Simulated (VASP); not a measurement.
Runs of VASP 6.6.1 on B. The structure is that of space group P6/mmm (No. 191), or close to it. The cells are those of the table. The cell was built from a structure type or drawn by symmetry, and may not be a known phase.

```csv
task,cell,k mesh,cutoff (eV),gap on the mesh (eV),pressure (GPa),relaxed volume (Å³/atom)
relaxation of cell and atoms,"relaxed from a = 3.025, b = 3.025, c = 1.897 Å, angles 90.0, 90.0, 120.0°, 2 atoms",6 × 6 × 8,600,none,-0.8,-
single point,"a = 3.025, b = 3.025, c = 1.897 Å, angles 90.0, 90.0, 120.0°, 2 atoms",12 × 12 × 4,520,none,(a),-
relaxation of cell and atoms,"relaxed from a = 1.714, b = 1.714, c = 3.789 Å, angles 90.0, 90.0, 120.0°, 2 atoms",12 × 12 × 4,600,none,-0.4,7.33
relaxation of cell and atoms,"relaxed from a = 2.998, b = 2.998, c = 1.962 Å, angles 90.0, 90.0, 120.0°, 2 atoms",24 × 24 × 28,600,none,0.0,7.60
```

Alike in all rows: level PBE; potentials or basis VASP PAW PBE potentials, release 64 (B); no spin polarisation; smearing gaussian 0.1 eV.

Fill in the values left out.

(a) 0.1.

Caveats: some runs use coarse meshes; the volume moved by over 15 % at a fixed basis, so the end points are rough (at least some runs).

A gap of «none» marks levels without a gap at the run's occupations.
